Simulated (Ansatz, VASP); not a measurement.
**One calculation of BN, two programs**

File INCAR:

```
SYSTEM = BN
  ALGO = Normal
  EDIFF = 1E-6
  ENCUT = 520
  GGA = PE
  ISIF = 2
  ISMEAR = 0
  IVDW = 12
  LASPH = .True.
  LCHARG = .False.
  LREAL = .False.
  LWAVE = .False.
  NBANDS = 16
  NELM = 100
  PREC = Accurate
  SIGMA = 0.05
```

File KPOINTS:

```
k-points
0
Gamma
  12 12 4
  0 0 0
```

POSCAR

```
BN
1.0
    2.5064380638      0.0000000000      0.0000000000
   -1.2532190319      2.1706390363      0.0000000000
    0.0000000000      0.0000000000      6.6168480153
B N
2 2
Direct
    0.3273258989      0.6606657127      0.2519907997
    0.6606592323      0.3273323794      0.7519907997
    0.3393407677      0.6726676206      0.7480092003
    0.6726741011      0.3393342873      0.2480092003
```

Input for Ansatz:

```yaml
crystal:
  lattice:
    - [2.5064380638, 0.0, 0.0]
    - [-1.2532190319, 2.1706390363, 0.0]
    - [0.0, 0.0, 6.6168480153]
  atoms:
    - { symbol: B, position: [0.3273258989, 0.6606657127, 0.2519907997] }
    - { symbol: B, position: [0.6606592323, 0.3273323794, 0.7519907997] }
    - { symbol: "N", position: [0.3393407677, 0.6726676206, 0.7480092003] }
    - { symbol: "N", position: [0.6726741011, 0.3393342873, 0.2480092003] }
basis:
  ecutwfc: 420
kpoints:
  mp_grid: { grid: [12, 12, 4] }
hamiltonian:
  xc: pbe
  dispersion: d3bj
scf:
  occupations: { method: gaussian, width: 0.05 }
output:
  forces: true
  stress: true
  eigenvalues: true
```

Change from the starting cell: all B atoms moved 0.04 Å in one direction.

Alike in both runs: task single point; functional PBE; dispersion D3(BJ); k mesh 12 × 12 × 4; occupations gaussian, width 0.05 eV; no spin polarisation.

|  | VASP | Ansatz |
| --- | --- | --- |
| version | VASP 6.6.1 | Ansatz 0.2.0 |
| potentials or method | VASP PAW PBE potentials, release 64 (B, N), cutoff 520 eV | scalar-relativistic, plane waves, PAW |
| valence electrons in the cell | 16 | 16 |

Ansatz gave:

```
gap on the k mesh at the Fermi level (eV)                     : 4.25
least direct gap on the mesh (eV)                             : 4.64
pressure (GPa)                                                : 0.3
traceless stress, the component that is largest in VASP (GPa) : -0.41
rms of the force components (eV/Å)                            : 0.739
```

Q: What did VASP give for the same quantities?

A: gap on the k mesh at the Fermi level (eV): 4.24; least direct gap on the mesh (eV): 4.64; pressure (GPa): 0.4; traceless stress, the component that is largest in VASP (GPa): -0.61; rms of the force components (eV/Å): 0.737.

Atom by atom the forces differ by 0.002 eV/Å (rms over components). Ansatz's warnings: structure snapped to symmetry.
